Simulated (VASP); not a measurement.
# Ir (Fm-3m) in VASP: settings compared, part 2 of 2

VASP 6.6.1. Earlier steps stand in the parts before.

**3. Relaxation of cell and atoms, BLYP**

Contents of INCAR:

```
PREC = Accurate
ENCUT = 600
EDIFF = 1E-6
ISMEAR = -1
SIGMA = 0.05
LREAL = False
LASPH = True
NELM = 80
ALGO = Normal
ISIF = 3
LWAVE = False
LCHARG = False
GGA = B5
ALDAX = 1.0
AGGAX = 1.0
AGGAC = 1.0
ALDAC = 0.0
IBRION = 2
NSW = 80
EDIFFG = -0.02
```

Contents of KPOINTS:

```
regular mesh
0
Gamma
  12 12 12
```

Contents of POSCAR:

```
Ir
1.0
    0.0000000000      1.9156000000      1.9156000000
    1.9156000000      0.0000000000      1.9156000000
    1.9156000000      1.9156000000      0.0000000000
Ir
1
Direct
    0.0000000000      0.0000000000      0.0000000000
```

Potentials or basis: VASP PAW PBE potentials, release 64 (Ir).

The run is started by

```bash
> cat potpaw_PBE.64/Ir/POTCAR > POTCAR
> mpirun -np 1 vasp_std > vasp.out
```

Run time: 1.8 min. Hardware: 1 thread of AMD EPYC 7R13, shared host; peak memory 0.13 GiB.

The run converged. Its results:

| Property | Result |
| --- | --- |
| Free energy | -7.4627 eV |
| Relaxed volume | 15.35 Å³/atom |
| Relaxed cell | a = 2.789 Å, b = 2.789 Å, c = 2.789 Å, α = 60.00°, β = 60.00°, γ = 60.00° |
| Space group after relaxing (to 0.05 Å) | Fm-3m (No. 225) |
| Energy gained by relaxing | 118.7 meV/atom |
| Ionic steps | 5 |
| Pressure after relaxing | 0.0 GPa |

Step by step:
```
step  energy change (eV)  largest force (eV/Å)  pressure (GPa)  volume (Å³)
   1              0.0000                0.0000           32.27        14.06
   2              0.7666                0.0000          -38.77        20.64
   3             -0.1165                0.0000           -3.52        15.54
   4             -0.1186                0.0000           -0.56        15.38
   5             -0.1187                0.0000            0.01        15.35
```

Final structure:
```
Ir
1.0
     0.00000    1.97242    1.97242
     1.97242    0.00000    1.97242
     1.97242    1.97242    0.00000
Ir
1
Cartesian
  0.0000 0.0000 0.0000
```

Levels at points of the mesh, in eV from the Fermi level:
```tsv
k point	band 1	band 2	band 3	band 4	band 5	band 6	band 7	band 8
(0.00, 0.00, 0.00)	-10.07	-3.45	-3.45	-3.45	-1.10	-1.10	14.79	19.76
(0.50, 0.00, 0.00)	-7.20	-3.52	-3.52	-0.22	0.75	0.75	6.51	14.34
(0.50, 0.50, 0.00)	-6.94	-6.46	0.71	1.25	1.25	2.00	9.47	11.51
```

Caveat: the PAW data sets were made with another functional, which shifts forces and pressure a little; spin-orbit coupling is left out, which moves the levels of the heavy elements. BLYP gives volumes clearly too large for solids.

**4. Single point, PBE**

Contents of INCAR:

```
ALGO = Normal
EDIFF = 1E-7
ENCUT = 520
GGA = PE
ISIF = 2
ISMEAR = -1
LASPH = True
LCHARG = False
LREAL = False
LWAVE = False
NBANDS = 10
NELM = 100
PREC = Accurate
SIGMA = 0.03
```

Contents of KPOINTS:

```
k-points
0
Gamma
  6 6 6
```

POSCAR is that of step 3.

Potentials or basis: VASP PAW PBE potentials, release 64 (Ir).

The run is started by

```bash
> cat potpaw_PBE.64/Ir/POTCAR > POTCAR
> mpirun -np 1 vasp_std > vasp.out
```

OUTCAR:

```text
EDIFF = 1E-7
   ENCUT = 520
   GGA = PE
   ISIF = 2
   ISMEAR = -1
   LASPH = True
   LREAL = False
   NELM = 100
   PREC = Accurate

 ion  position               nearest neighbor table
   1  0.000  0.000  0.000-

  LATTYP: Found a face centered cubic cell.
 ALAT       =     3.8312000000

  Lattice vectors:

 A1 = (   0.0000000000,   1.9156000000,   1.9156000000)
 A2 = (   1.9156000000,   0.0000000000,   1.9156000000)
 A3 = (   1.9156000000,   1.9156000000,   0.0000000000)
[... 374 lines left out ...]
      8      21.2307      0.00000
      9      23.7624      0.00000
     10      35.3146      0.00000

------------------------ aborting loop because EDIFF is reached ----------------------------------------

  FORCE on cell =-STRESS in cart. coord.  units (eV):
  Direction    XX          YY          ZZ          XY          YZ          ZX
  --------------------------------------------------------------------------------------
  -------------------------------------------------------------------------------------
  Total        1.1413773      1.1413773      1.1413773     -0.0000000     -0.0000000      0.0000000
  in kB      130.0754530    130.0754530    130.0754530     -0.0000000     -0.0000000      0.0000000
  external PRESSURE =     130.0754530 kB  Pullay stress =       0.0000000 kB

 VOLUME and BASIS-vectors are now :
 -----------------------------------------------------------------------------
  energy-cutoff  :      520.00
  volume of cell :       14.06
      direct lattice vectors                 reciprocal lattice vectors
     0.000000000  1.915600000  1.915600000    -0.261014826  0.261014826  0.261014826
     1.915600000  0.000000000  1.915600000     0.261014826 -0.261014826  0.261014826
     1.915600000  1.915600000  0.000000000     0.261014826  0.261014826 -0.261014826

 POSITION                                       TOTAL-FORCE (eV/Angst)
 -----------------------------------------------------------------------------------
      0.00000      0.00000      0.00000         0.000000      0.000000      0.000000
 -----------------------------------------------------------------------------------
    total drift:                               -0.000000     -0.000000     -0.000000

  FREE ENERGIE OF THE ION-ELECTRON SYSTEM (eV)
  ---------------------------------------------------
  free  energy   TOTEN  =        -8.7694646008 eV

  energy  without entropy=       -8.7641867702  energy(sigma->0) =       -8.76682569
```

It took 7.3 s on 1 thread of AMD EPYC 9R45 (Zen 5), shared host; peak memory 0.09 GiB.

Results:

```
Free energy : -8.7695 eV
Pressure    : 13.0 GPa
```

Levels at points of the mesh, in eV from the Fermi level:
| k point | band 1 | band 2 | band 3 | band 4 | band 5 | band 6 | band 7 | band 8 | band 9 |
| --- | --- | --- | --- | --- | --- | --- | --- | --- | --- |
| (0.00, 0.00, 0.00) | -10.71 | -3.46 | -3.46 | -3.46 | -0.76 | -0.76 | 14.80 | 20.41 | 20.41 |
| (0.50, 0.00, 0.00) | -7.70 | -3.57 | -3.57 | -0.30 | 1.36 | 1.36 | 7.79 | 14.34 | 20.32 |
| (0.50, 0.50, 0.00) | -7.53 | -6.94 | 1.32 | 1.95 | 1.95 | 2.18 | 11.06 | 12.21 | 12.21 |

Caveat: the k points lie up to 0.47 Å⁻¹ apart; spin-orbit coupling is left out, which moves the levels of the heavy elements.

**5. Single point, PBEsol+D3(BJ)**

This run uses another cell than the first one, of 13.74 Å³/atom, 0.977 times its volume.

Contents of INCAR:

```
ALGO = Normal
EDIFF = 1E-6
ENCUT = 520
GGA = PS
ISIF = 2
ISMEAR = -1
IVDW = 12
LASPH = T
LCHARG = F
LREAL = F
LWAVE = F
NBANDS = 10
NELM = 60
PREC = Accurate
SIGMA = 0.05
```

Contents of KPOINTS:

```
k-points
0
Gamma
  12 12 12
```

Contents of POSCAR:

```
Ir
1.0
    0.0000000000      1.9008757700      1.9008757700
    1.9008757700      0.0000000000      1.9008757700
    1.9008757700      1.9008757700      0.0000000000
Ir
1
Direct
    0.0000000000      0.0000000000      0.0000000000
```

Potentials or basis: VASP PAW PBE potentials, release 64 (Ir).

The run is started by

```bash
> cat potpaw_PBE.64/Ir/POTCAR > POTCAR
> mpirun -np 1 vasp_std > vasp.out
```

OUTCAR:

```text
EDIFF = 1E-6
   ENCUT = 520
   GGA = PS
   ISIF = 2
   ISMEAR = -1
   IVDW = 12
   LASPH = T
   LREAL = F
   NELM = 60
   PREC = Accurate
 IVDW          = 12

 ion  position               nearest neighbor table
   1  0.000  0.000  0.000-

  LATTYP: Found a face centered cubic cell.
 ALAT       =     3.8017515400

  Lattice vectors:

 A1 = (   0.0000000000,   1.9008757700,   1.9008757700)
[... 489 lines left out ...]
      8      26.1838      0.00000
      9      28.5628      0.00000
     10      30.6419      0.00000

 [... further k-points ...]

------------------------ aborting loop because EDIFF is reached ----------------------------------------

 Edisp (eV)   -0.73626

 E8    (eV) :    -0.5085

  FORCE on cell =-STRESS in cart. coord.  units (eV):
  Direction    XX          YY          ZZ          XY          YZ          ZX
  --------------------------------------------------------------------------------------
  -------------------------------------------------------------------------------------
  Total       0.10985     0.10985     0.10985    -0.00000    -0.00000     0.00000
  in kB      12.81153    12.81153    12.81153    -0.00000    -0.00000     0.00000
  external pressure =       12.81 kB  Pullay stress =        0.00 kB

 VOLUME and BASIS-vectors are now :
 -----------------------------------------------------------------------------
  energy-cutoff  :      520.00
  volume of cell :       13.74
      direct lattice vectors                 reciprocal lattice vectors
     0.000000000  1.900875770  1.900875770    -0.263036653  0.263036653  0.263036653
     1.900875770  0.000000000  1.900875770     0.263036653 -0.263036653  0.263036653
     1.900875770  1.900875770  0.000000000     0.263036653  0.263036653 -0.263036653

 POSITION                                       TOTAL-FORCE (eV/Angst)
 -----------------------------------------------------------------------------------
      0.00000      0.00000      0.00000         0.000000      0.000000      0.000000
 -----------------------------------------------------------------------------------
    total drift:                               -0.000000     -0.000000     -0.000000

  FREE ENERGIE OF THE ION-ELECTRON SYSTEM (eV)
  ---------------------------------------------------
  free  energy   TOTEN  =       -10.5668456798 eV

  energy  without entropy=      -10.5622802613  energy(sigma->0) =      -10.56456297
```

It used 6.4 s of CPU time on 1 thread of AMD EPYC 9R45 (Zen 5), on a shared host.

Results:

```
Free energy                : -10.5668 eV
Pressure                   : 1.3 GPa
Dispersion energy per atom : -0.736 eV
```

Caveat: the PAW data sets were made with another functional, which shifts forces and pressure a little; spin-orbit coupling is left out, which moves the levels of the heavy elements; pairwise dispersion overbinds metals, which lowers pressure and volume.

**6. Overview**

| task | level | cell | k mesh | cutoff (eV) | smearing | gap on the mesh (eV) | pressure (GPa) | relaxed volume (Å³/atom) |
| --- | --- | --- | --- | --- | --- | --- | --- | --- |
| relaxation of cell and atoms | BLYP+D4 | relaxed from a = 2.709 Å, angles 60.0°, 1 atom | 12 × 12 × 12 | 600 | fermi-dirac 0.05 eV | none | -0.1 | 14.52 |
| relaxation of cell and atoms | BLYP | relaxed from a = 2.709 Å, angles 60.0°, 1 atom | 12 × 12 × 12 | 600 | fermi-dirac 0.05 eV | none | 0.0 | 15.35 |
| single point | PBE | a = 2.709 Å, angles 60.0°, 1 atom | 6 × 6 × 6 | 520 | fermi-dirac 0.03 eV | none | 13.0 | - |
| single point | PBEsol+D3(BJ) | a = 2.688 Å, angles 60.0°, 1 atom | 12 × 12 × 12 | 520 | fermi-dirac 0.05 eV | none | 1.3 | - |

Alike in all rows: potentials or basis VASP PAW PBE potentials, release 64 (Ir); no spin polarisation.

Caveats: some runs use coarse meshes; spin-orbit coupling is left out, which moves the levels of the heavy elements; the PAW data sets were made with another functional, which shifts forces and pressure a little (some runs); pairwise dispersion overbinds metals, which lowers pressure and volume (some runs).

Total energies depend on the potentials used, so only differences within one code and one set of settings carry meaning.
